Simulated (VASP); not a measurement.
Mg3Si: relaxation of cell and atoms with PBE

Crystal: Mg3Si.

```
Mg Si
1.0
    -2.55151    2.55151    3.09655
     2.55151   -2.55151    3.09655
     2.55151    2.55151   -3.09655
Mg Si
3 1
Cartesian
  0.0000 0.0000 0.0000
  0.0000 2.5515 1.5483
  2.5515 0.0000 1.5483
  0.0000 0.0000 3.0965
```

The cell was generated, and may not be a known phase.

```yaml
Program: VASP 6.6.1
Task: relaxation of cell and atoms
Functional: PBE
Potentials_or_basis: VASP PAW PBE potentials, release 64 (Mg, Si)
Cutoff: 600 eV
k_mesh: 14 × 14 × 14
Occupations: gaussian, width 0.1 eV
Spin: no spin polarisation
Dipole_correction: no
Further_INCAR_settings: ALGO = Fast; EDIFF = 1e-07; IBRION = 2; EDIFFG = -0.01; NSW = 100; ISIF = 3
```

The relaxed volume is 20.19 Å³/atom, the relaxed cell is a = 4.757 Å, b = 4.757 Å, c = 4.757 Å, α = 115.07°, β = 115.07°, γ = 98.77° and the space group after relaxing (to 0.1 Å) is I4/mmm (No. 139). The energy gained by relaxing is 0.0 meV/atom, the ionic steps are 2 and the pressure after relaxing is 0.0 GPa. The band gap on the k mesh is zero (bands 5 and 6 overlap by 2.94 eV).

Stress tensor (GPa, compression positive):
```
 0.05  0.00  0.00
 0.00  0.05  0.00
 0.00  0.00 -0.06
```

Final structure:
```yaml
crystal:
  lattice:
    - [-2.55334, 2.55334, 3.09648]
    - [2.55334, -2.55334, 3.09648]
    - [2.55334, 2.55334, -3.09648]
  atoms:
    - { symbol: Mg, position: [0.00000, 0.00000, 0.00000] }
    - { symbol: Mg, position: [0.75000, 0.25000, 0.50000] }
    - { symbol: Mg, position: [0.25000, 0.75000, 0.50000] }
    - { symbol: Si, position: [0.50000, 0.50000, 0.00000] }
```

Levels at points of the mesh, in eV from the Fermi level:
```
           k point  band 3  band 4  band 5  band 6  band 7  band 8
(0.00, 0.00, 0.00)   -1.24   -0.91   -0.91    0.86    1.21    1.21
(0.50, 0.00, 0.00)   -1.85   -1.43   -1.25   -0.10    1.34    1.98
(0.50, 0.50, 0.00)   -2.79   -2.51   -2.29   -0.59    3.22    4.82
(0.50, 0.50, 0.50)   -3.28   -3.28   -2.92   -1.78    4.17    4.17
```

Wall time 9 min on 1 thread of AMD EPYC 7R13, with other jobs on the host, peak memory 0.41 GiB.
